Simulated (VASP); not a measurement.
# BP: relaxation of cell and atoms with PBE

Crystal: BP.

```
B P
1.0
     3.21411    0.00000    0.00000
    -1.60706    2.78350    0.00000
     0.00000    0.00000    9.85048
B P
2 2
Cartesian
  0.0000 1.8557 2.4626
  1.6071 0.9278 7.3879
  0.0000 1.8557 7.3879
  1.6071 0.9278 2.4626
```

- Program: VASP 6.6.1
- Task: relaxation of cell and atoms
- Functional: PBE
- Potentials or basis: VASP PAW PBE potentials, release 64 (B, P)
- Cutoff: 600 eV
- k mesh: 12 × 12 × 4
- Occupations: gaussian, width 0.02 eV
- Spin: no spin polarisation
- Dipole correction: no
- Further INCAR settings: ALGO = Normal; EDIFF = 1e-07; IBRION = 2; EDIFFG = -0.01; NSW = 100; ISIF = 3

| Property | Result |
| --- | --- |
| Relaxed volume | 22.01 Å³/atom |
| Relaxed cell | a = 3.212 Å, b = 3.212 Å, c = 9.850 Å, α = 90.00°, β = 90.00°, γ = 120.00° |
| Space group after relaxing (to 0.05 Å) | P6_3/mmc (No. 194) |
| Energy gained by relaxing | 0.0 meV/atom |
| Ionic steps | 3 |
| Pressure after relaxing | 0.0 GPa |
| Band gap on the k mesh | 0.90 eV, direct |

Final structure:
```
B P
1.0
     3.21238    0.00000    0.00000
    -1.60619    2.78200    0.00000
     0.00000    0.00000    9.85049
B P
2 2
Direct
  0.33333 0.66667 0.25000
  0.66667 0.33333 0.75000
  0.33333 0.66667 0.75000
  0.66667 0.33333 0.25000
```

Levels at points of the mesh, in eV from the valence-band top:
```tsv
k point	band 4	band 5	band 6	band 7	band 8	band 9	band 10	band 11	band 12
(0.00, 0.00, 0.00)	-3.89	-1.64	-1.64	-1.64	-1.64	3.25	4.67	4.67	4.68
(0.50, 0.00, 0.00)	-8.30	-3.63	-3.62	-1.21	-0.88	1.27	1.71	2.84	2.88
(0.00, 0.00, 0.50)	-4.14	-1.64	-1.64	-1.64	-1.64	4.33	4.33	4.68	4.68
(0.50, 0.00, 0.50)	-8.30	-3.62	-3.62	-1.05	-1.05	1.47	1.47	2.86	2.86
```

Run time: 88 s on 1 thread of Intel(R) Xeon(R) 6975P-C (Granite Rapids), on a shared host, peak memory 0.27 GiB.

Caveat: this functional lacks dispersion, which binds the layers, so the pressure and a relaxed spacing across them are unreliable. As with any semilocal functional, this PBE gap is likely too small.
